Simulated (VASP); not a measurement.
# Cu36B (a cell with a defect) in VASP: relaxation of the atoms with PBE

Aim: the relaxation of the atoms of Cu36B (a cell with a defect) with PBE.

Everything below comes from runs of VASP 6.6.1. Logs are shortened: lines on timing, memory, paths and dates and some standing lists are left out, and cuts for length are marked.

## Step 1: The cell of the first run

The cell holds a defect, 37 atoms: a = 7.701 Å, b = 7.701 Å, c = 10.268 Å, α = 60.00°, β = 60.00°, γ = 60.00°.

## Step 2: Relaxation of the atoms, PBE

File INCAR:

```
SYSTEM = Cu36B
PREC = Accurate
ENCUT = 520
EDIFF = 1E-6
ISMEAR = 1
SIGMA = 0.1
LREAL = Auto
LASPH = .TRUE.
NELM = 60
ALGO = Normal
ISIF = 2
LWAVE = .FALSE.
LCHARG = .FALSE.
GGA = PE
IBRION = 2
NSW = 90
EDIFFG = -0.02
```

File KPOINTS:

```
Automatic mesh
0
G
  1 1 1
  0 0 0
```

File POSCAR:

```
Cu36B
1.0
    0.0000000000      5.4455251000      5.4455251000
    5.4455251000      0.0000000000      5.4455251000
    7.2607001300      7.2607001300      0.0000000000
Cu B
36 1
Direct
   -0.0008171600      0.0003252100      0.0003667500
    0.0000000000      0.0000000000      0.2500000000
    0.0000000000      0.0000000000      0.5000000000
   -0.0003932000      0.0008754400      0.7496615400
    0.0079000000      0.3319154900     -0.0053484500
    0.0029215800      0.3357131200      0.2466678900
   -0.0027190800      0.3330060600      0.5004595200
   -0.0042610100      0.3332774000      0.7545891800
    0.0030296100      0.6679121900     -0.0045694700
    0.0014437900      0.6682341500      0.2495847800
    0.0000000000      0.6666666700      0.5000000000
   -0.0091198100      0.6693057300      0.7553679400
    0.3307614900      0.0090535600     -0.0053547600
    0.3333333300      0.0000000000      0.2500000000
    0.3316272700     -0.0013393500      0.5004307200
    0.3319946400     -0.0029455600      0.7545492500
    0.3322943800      0.3333950800     -0.0006355100
    0.3350255800      0.3361054700      0.2480432500
    0.3333333300      0.3333333300      0.5000000000
    0.3335364700      0.3348402400      0.7488815300
    0.3331866100      0.6670890200     -0.0020025600
    0.3333333300      0.6666666700      0.2500000000
    0.3333333300      0.6666666700      0.5000000000
    0.3328338900      0.6668928000      0.7519484200
    0.6668250200      0.0040982600     -0.0045480700
    0.6671126000      0.0025687100      0.2496003600
    0.6640652100     -0.0026102700      0.5033415000
    0.6680016400     -0.0077254800      0.7552715500
    0.6659318600      0.3342990400     -0.0019329100
    0.6666666700      0.3333333300      0.2500000000
    0.6666666700      0.3333333300      0.5000000000
    0.6655866200      0.3341022200      0.7519723800
    0.6652225000      0.6664760300      0.0010420500
    0.6666666700      0.6666666700      0.2500000000
    0.6637433800      0.6651427500      0.5019962500
    0.6665067800      0.6678112600      0.7506086200
    0.1666670000      0.8333330000      0.3750000000
```

Potentials or basis: VASP PAW PBE potentials, release 64 (Cu, B).

Run with:

```console
> cat potpaw_PBE.64/Cu/POTCAR potpaw_PBE.64/B/POTCAR > POTCAR
> mpirun -np 1 vasp_gam > vasp.out
```

OUTCAR:

```text
SYSTEM = Cu36B
   PREC = Accurate
   ENCUT = 520
   EDIFF = 1E-6
   ISMEAR = 1
   LREAL = Auto
   LASPH = .TRUE.
   NELM = 60
   ISIF = 2
   GGA = PE
   IBRION = 2
   NSW = 90
   EDIFFG = -0.02

 ion  position               nearest neighbor table
   1  0.999  0.000  0.000-  16 2.54   8 2.54  10 2.56  26 2.56  13 2.56   5 2.56   2 2.57  29 2.57
                            21 2.57   4 2.57  25 2.57   9 2.57
   2  0.000  0.000  0.250-  37 1.82  10 2.55  26 2.56   1 2.57  14 2.57  30 2.57  22 2.57  11 2.57
                             3 2.57   6 2.58  13 2.59   5 2.59  27 2.59
   3  0.000  0.000  0.500-  37 1.82  15 2.55   7 2.56   4 2.57  23 2.57  31 2.57  11 2.57  14 2.57
                             2 2.57  27 2.58  12 2.59  28 2.59   6 2.59
   4  1.000  0.001  0.750-  25 2.54   9 2.54  15 2.56   7 2.56  12 2.56  28 2.56   3 2.57  24 2.57
                            32 2.57  16 2.57   1 2.57   8 2.57
   5  0.008  0.332  0.995-  13 2.49   8 2.51  20 2.52  17 2.53  12 2.53   1 2.56   9 2.57   6 2.58
                             2 2.59  29 2.61  33 2.61  30 2.62
   6  0.003  0.336  0.247-  17 2.54  14 2.57  18 2.57   9 2.57  34 2.57  10 2.57   7 2.57   2 2.58
                            30 2.58   5 2.58   3 2.59  31 2.60
   7  0.997  0.333  0.500-  31 2.55   3 2.56   4 2.56  35 2.56  32 2.57   6 2.57  15 2.57  11 2.58
                            10 2.58  19 2.59  18 2.60   8 2.60
   8  0.996  0.333  0.755-   5 2.51  29 2.52   1 2.54  32 2.55  36 2.56   4 2.57  12 2.57  20 2.58
                            16 2.59  11 2.59   7 2.60  19 2.61
   9  0.003  0.668  0.995-  12 2.51  24 2.52   4 2.54  21 2.55  17 2.56   6 2.57   1 2.57   5 2.57
[... 40 lines left out ...]
                             1 2.57  33 2.57  30 2.59   5 2.61
  30  0.667  0.333  0.250-  26 2.55  18 2.55  33 2.56   2 2.57  31 2.57  19 2.57  22 2.57  34 2.57
                             6 2.58  29 2.59  27 2.59   5 2.62
  31  0.667  0.333  0.500-   7 2.55  35 2.55  20 2.56   3 2.57  30 2.57  34 2.57  23 2.57  19 2.57
                            27 2.58  32 2.59   6 2.60  28 2.62
  32  0.666  0.334  0.752-  25 2.52  29 2.53   8 2.55  17 2.55  35 2.56  24 2.56  36 2.57   7 2.57
                             4 2.57  20 2.57  31 2.59  28 2.61
  33  0.665  0.666  0.001-  12 2.52  28 2.52  22 2.56  30 2.56  36 2.56  34 2.56  21 2.57  29 2.57
                            25 2.58   9 2.58  13 2.61   5 2.61
  34  0.667  0.667  0.250-  33 2.56  14 2.57  31 2.57  23 2.57  22 2.57  30 2.57   6 2.57  35 2.57
                            10 2.58  26 2.59   9 2.60  25 2.61
  35  0.664  0.665  0.502-  23 2.55  31 2.55  24 2.56  32 2.56  15 2.56   7 2.56  27 2.57  34 2.57
                            36 2.57  11 2.59  26 2.60  10 2.60
  36  0.667  0.668  0.751-  12 2.53  28 2.53  27 2.54  21 2.55  29 2.55  16 2.56   8 2.56  33 2.56
                            24 2.57  32 2.57  11 2.57  35 2.57
  37  0.167  0.833  0.375-  22 1.82  23 1.82  11 1.82  14 1.82   2 1.82   3 1.82

  LATTYP: Found a base centered monoclinic cell.
 ALAT       =    13.3387578765
 B/A-ratio  =     0.5773502692
 C/A-ratio  =     0.7698003586
 COS(beta)  =    -0.5773502692

  Lattice vectors:

 A1 = (   0.0000000000,  -5.4455251000,  -5.4455251000)
 A2 = (  -5.4455251000,   0.0000000000,  -5.4455251000)
 A3 = (   7.2607001300,   7.2607001300,   0.0000000000)

Analysis of symmetry for initial positions (statically):
=====================================================================
 Subroutine PRICEL returns:
 Original cell was already a primitive cell.

 Routine SETGRP: Setting up the symmetry group for a
 base centered monoclinic supercell.

 Subroutine GETGRP returns: Found  1 space group operations
 (whereof  1 operations were pure point group operations)
 out of a pool of  4 trial point group operations.

The static configuration has the point symmetry C_1 .

Analysis of symmetry for dynamics (positions and initial velocities):
=====================================================================
 Subroutine PRICEL returns:
 Original cell was already a primitive cell.

 Routine SETGRP: Setting up the symmetry group for a
 base centered monoclinic supercell.

 Subroutine GETGRP returns: Found  1 space group operations
 (whereof  1 operations were pure point group operations)
 out of a pool of  4 trial point group operations.

The dynamic configuration has the point symmetry C_1 .

 Subroutine INISYM returns: Found  1 space group operations
 (whereof  1 operations are pure point group operations),
 and found     1 'primitive' translations

----------------------------------------------------------------------------------------

                                     Primitive cell

  volume of cell :     430.6139

  direct lattice vectors                    reciprocal lattice vectors
     0.000000000  5.445525100  5.445525100    -0.091818510  0.091818510  0.091818510
     5.445525100  0.000000000  5.445525100     0.091818510 -0.091818510  0.091818510
     7.260700130  7.260700130  0.000000000     0.068863882  0.068863882 -0.068863882

  length of vectors
     7.701135451  7.701135451 10.268180596     0.159034324  0.159034324  0.119275743

[... 97 lines left out ...]
  Shift w.r.t. Gamma in fractional coordinates (k-lattice)
     0.000000000  0.000000000  0.000000000

 Subroutine IBZKPT returns following result:
 ===========================================

 Found      1 irreducible k-points:

 Following reciprocal coordinates:
            Coordinates               Weight
  0.000000  0.000000  0.000000      1.000000
   k-points           NKPTS =      1   k-points in BZ     NKDIM =      1   number of bands    NBANDS=    239
   number of dos      NEDOS =    301   number of ions     NIONS =     37
   total plane-waves  NPLWV = 288000
   dimension x,y,z NGX =    60 NGY =   60 NGZ =   80
   dimension x,y,z NGXF=   120 NGYF=  120 NGZF=  160
   ions per type =              36   1
   NGX,Y,Z   is equivalent  to a cutoff of  12.95, 12.95, 12.95 a.u.
   NGXF,Y,Z  is equivalent  to a cutoff of  25.90, 25.90, 25.90 a.u.
 SYSTEM =  Cu36B
   PREC   = accura    normal or accurate (medium, high low for compatibility)
   ISTART =      0    job   : 0-new  1-cont  2-samecut
   ICHARG =      2    charge: 1-file 2-atom 10-const
   ISPIN  =      1    spin polarized calculation?
   LNONCOLLINEAR =      F non collinear calculations
   LSORBIT =      F    spin-orbit coupling
   LASPH  =      T    aspherical Exc in radial PAW
   ENCUT  =  520.0 eV  38.22 Ry    6.18 a.u.  14.32 14.32 19.09*2*pi/ulx,y,z
   NELM   =     60;   NELMIN=  2; NELMDL= -5     # of ELM steps
   EDIFF  = 0.1E-05   stopping-criterion for ELM
   LREAL  =      T    real-space projection
   EDIFFG = -.2E-01   stopping-criterion for IOM
   NSW    =     90    number of steps for IOM
   IBRION =      2    ionic relax: 0-MD 1-quasi-New 2-CG
   NFREE  =      1    steps in history (QN), initial steepest desc. (CG)
   ISIF   =      2    stress and relaxation
   ISYM   =      2    0-nonsym 1-usesym 2-fastsym
   POTIM  = 0.5000    time-step for ionic-motion
   TEBEG  =    0.0;   TEEND  =   0.0 temperature during run
   PSTRESS=    0.0 pullay stress
   NELECT =     399.0000    total number of electrons
   NUPDOWN=      -1.0000    fix difference up-down
   EMIN   =  10.00;   EMAX   =-10.00  energy-range for DOS
   EFERMI =   0.00;   METHOD = LEGACY
   ISMEAR =     1;   SIGMA  =   0.10  broadening in eV -4-tet -1-fermi 0-gaus
   EFERMI_NEDOS =   21; number of points for ismear=-14 and -15
   IALGO  =     38    algorithm
   IMIX   =      4    mixing-type and parameters
     AMIX     =   0.40;   BMIX     =  1.00
     AMIX_MAG =   1.60;   BMIX_MAG =  1.00
  volume/ion in A,a.u.               =      11.64        78.54
  Fermi-wavevector in a.u.,A,eV,Ry     =   1.596013  3.016027 34.657547  2.547258
  Thomas-Fermi vector in A             =   2.693842
   LORBIT       =      0    0 simple, 1 ext, 2 COOP (PROOUT), +10 PAW based schemes
   GGA     = PE    functional components
   LHFCALC =     F    Hartree Fock is set to
   AEXX    =    0.0000 exact exchange contribution
   IVDW    =     0    specifies the selected vdW correction
   LEPSILON=     F    determine dielectric tensor
   LRPA    =     F    only Hartree local field effects (RPA)
 conjugate gradient relaxation of ions
 non-spin polarized calculation
 Methfessel and Paxton  Order N= 1 SIGMA  =   0.10
  energy-cutoff  :      520.00
  volume of cell :      430.61
 maximum number of plane-waves:      5800
 NGX is ok and might be reduce to    60
   NGX = 29   NGY = 29   NGZ = 39

--------------------------------------- Ionic step        1  -------------------------------------------

 number of electron     398.9999960 magnetization

 Free energy of the ion-electron system (eV)
  ---------------------------------------------------
  ext. energy  EPLUGINS =         0.00000000
  ---------------------------------------------------
  free energy    TOTEN  =      -144.72498706 eV

  energy without entropy =     -144.68422862  energy(sigma->0) =     -144.71140091

------------------------ aborting loop because EDIFF is reached ----------------------------------------

  FORCE on cell =-STRESS in cart. coord.  units (eV):
  Direction    XX          YY          ZZ          XY          YZ          ZX
  --------------------------------------------------------------------------------------
  -------------------------------------------------------------------------------------
  Total        9.9284665      9.9190453      2.9824019     14.6742015     -2.4720268     -2.4814422
  in kB       36.9406669     36.9056137     11.0965690     54.5980380     -9.1976256     -9.2326575
  external PRESSURE =      28.3142832 kB  Pullay stress =       0.0000000 kB
[... 194 lines left out ...]
  FREE ENERGIE OF THE ION-ELECTRON SYSTEM (eV)
  ---------------------------------------------------
  free  energy   TOTEN  =      -145.8925198758 eV

  energy  without entropy=     -145.8528436630  energy(sigma->0) =     -145.87929447

[... ionic steps 4 to 9 ...]

--------------------------------------- Ionic step       10  -------------------------------------------

 number of electron     398.9999991 magnetization

------------------------ aborting loop because EDIFF is reached ----------------------------------------
[... 137 lines left out ...]
--------------------------------------- Ionic step       12  -------------------------------------------

 number of electron     398.9999989 magnetization

 Free energy of the ion-electron system (eV)
  ---------------------------------------------------
  ext. energy  EPLUGINS =         0.00000000
  ---------------------------------------------------
  free energy    TOTEN  =      -146.00693991 eV

  energy without entropy =     -145.97759434  energy(sigma->0) =     -145.99715805

 E-fermi :   8.0244     XC(G=0): -12.7291

 val. band max:        8.0187225201   @ k =   0.0000   0.0000   0.0000
 cond. band min:       8.4133599250   @ k =   0.0000   0.0000   0.0000
 fundamental gap:      0.3946374049
 Fermi energy:         8.0243838000

 k-point     1 :       0.0000    0.0000    0.0000
  band No.  band energies     occupation
      1      -2.4580      2.00000
      2      -0.8650      2.00000
      3       0.1905      2.00000
      4       0.6845      2.00000
      5       1.0289      2.00000
      6       1.0919      2.00000
[... 203 lines left out ...]
    210      10.5191      0.00000
    211      10.7082      0.00000
 [bands above 211 left out]

------------------------ aborting loop because EDIFF is reached ----------------------------------------

  FORCE on cell =-STRESS in cart. coord.  units (eV):
  Direction    XX          YY          ZZ          XY          YZ          ZX
  --------------------------------------------------------------------------------------
  -------------------------------------------------------------------------------------
  Total        4.2778048      4.2711865      0.5264350     13.9925930     -3.6951684     -3.7104777
  in kB       15.9163516     15.8917271      1.9586973     52.0619893    -13.7485467    -13.8055079
  external PRESSURE =      11.2555920 kB  Pullay stress =       0.0000000 kB
[... 52 lines left out ...]
  FREE ENERGIE OF THE ION-ELECTRON SYSTEM (eV)
  ---------------------------------------------------
  free  energy   TOTEN  =      -146.0069399070 eV

  energy  without entropy=     -145.9775943427  energy(sigma->0) =     -145.99715805

 reached required accuracy - stopping structural energy minimisation
```

Wall time 53 min (1 thread of Intel Xeon Platinum 8175M at 2.50GHz (Skylake/Cascade Lake), shared host); peak memory 0.7 GiB.

What came out:

| Property | Result |
| --- | --- |
| Free energy | -146.0069 eV |
| Energy gained by relaxing | 34.6 meV/atom |
| Ionic steps | 12 |
| Pressure after relaxing | 1.1 GPa |
| Largest force after relaxing | 0.011 eV/Å |
| Band gap on the k mesh | zero (an odd number of electrons rules out a gap without spin polarisation) |

Forces in eV/Å, atoms in the order of the input:
```
Cu   0.005  0.002  0.000
Cu   0.006 -0.001  0.003
Cu   0.000 -0.006 -0.003
Cu  -0.002 -0.004  0.000
Cu   0.004  0.001 -0.001
Cu   0.008  0.001  0.007
Cu   0.001  0.001 -0.009
Cu  -0.002  0.009  0.001
Cu   0.007  0.005 -0.004
Cu   0.003  0.000  0.009
Cu   0.001  0.003  0.001
Cu   0.000  0.000  0.002
Cu   0.000  0.000 -0.002
Cu  -0.003 -0.001 -0.001
Cu  -0.001 -0.003 -0.009
Cu  -0.005 -0.007  0.004
Cu   0.003 -0.009  0.000
Cu   0.002  0.005  0.003
Cu  -0.005 -0.002 -0.010
Cu  -0.003 -0.003 -0.004
Cu   0.001  0.005  0.005
Cu   0.001  0.003  0.004
Cu  -0.003 -0.001 -0.004
Cu  -0.006 -0.001 -0.005
Cu  -0.009  0.002 -0.001
Cu  -0.001 -0.001  0.008
Cu  -0.002 -0.008 -0.007
Cu  -0.001 -0.004  0.001
Cu   0.003  0.003  0.010
Cu   0.002  0.004  0.006
Cu  -0.004 -0.002 -0.006
Cu  -0.003 -0.002 -0.010
Cu   0.003  0.003  0.004
Cu   0.002  0.005  0.010
Cu  -0.005 -0.002 -0.003
Cu   0.008 -0.003  0.000
B   -0.006  0.006  0.000
```

The path:
| step | energy change (eV) | largest force (eV/Å) | pressure (GPa) |
| --- | --- | --- | --- |
| 1 | 0.0000 | 2.9435 | 2.83 |
| 2 | -1.1675 | 0.4238 | 1.14 |
| 3 | -1.1675 | 0.4207 | 1.17 |
| 4 | -1.2341 | 0.2786 | 1.17 |
| 5 | -1.2693 | 0.1160 | 1.19 |
| 6 | -1.2783 | 0.0559 | 1.10 |
| 7 | -1.2793 | 0.0920 | 1.11 |
| 8 | -1.2806 | 0.0539 | 1.12 |
| 9 | -1.2806 | 0.0572 | 1.13 |
| 10 | -1.2814 | 0.0221 | 1.12 |
| 11 | -1.2815 | 0.0233 | 1.14 |
| 12 | -1.2820 | 0.0113 | 1.13 |

Final structure:
```
Cu B
1.0
     0.00000    5.44553    5.44553
     5.44553    0.00000    5.44553
     7.26070    7.26070    0.00000
Cu B
36 1
Direct
  0.00009 0.99984 0.99791
  0.99353 0.01858 0.23596
  0.98138 0.00647 0.51405
  0.00014 0.99994 0.75208
  0.99756 0.34199 0.99450
  0.00128 0.33636 0.24674
  0.99899 0.33198 0.50031
  0.99900 0.33029 0.75466
  0.99887 0.66618 0.99936
  0.00149 0.66893 0.24814
  0.98558 0.65313 0.51178
  0.00049 0.66797 0.74911
  0.33204 0.99950 0.00088
  0.34695 0.01435 0.23822
  0.33104 0.99854 0.50187
  0.33379 0.00116 0.75064
  0.33371 0.33706 0.99525
  0.33362 0.33566 0.24949
  0.33142 0.33099 0.50316
  0.33523 0.32548 0.75533
  0.33238 0.66744 0.99798
  0.35100 0.66116 0.23612
  0.33885 0.64904 0.51388
  0.33253 0.66764 0.75203
  0.66975 0.00097 0.99534
  0.66806 0.00099 0.24969
  0.66358 0.99878 0.50326
  0.65798 0.00247 0.75551
  0.66579 0.33308 0.00041
  0.66662 0.33416 0.25093
  0.66583 0.33340 0.49906
  0.66690 0.33424 0.74958
  0.67455 0.66475 0.99466
  0.66907 0.66854 0.24684
  0.66431 0.66642 0.50052
  0.66290 0.66632 0.75475
  0.16598 0.83403 0.37500
```

Caveat: the k points lie up to 1.00 Å⁻¹ apart, too coarse for converged energies and pressures of a metal.

The gap in the log of VASP goes by the Fermi energy; the results here count the filled bands.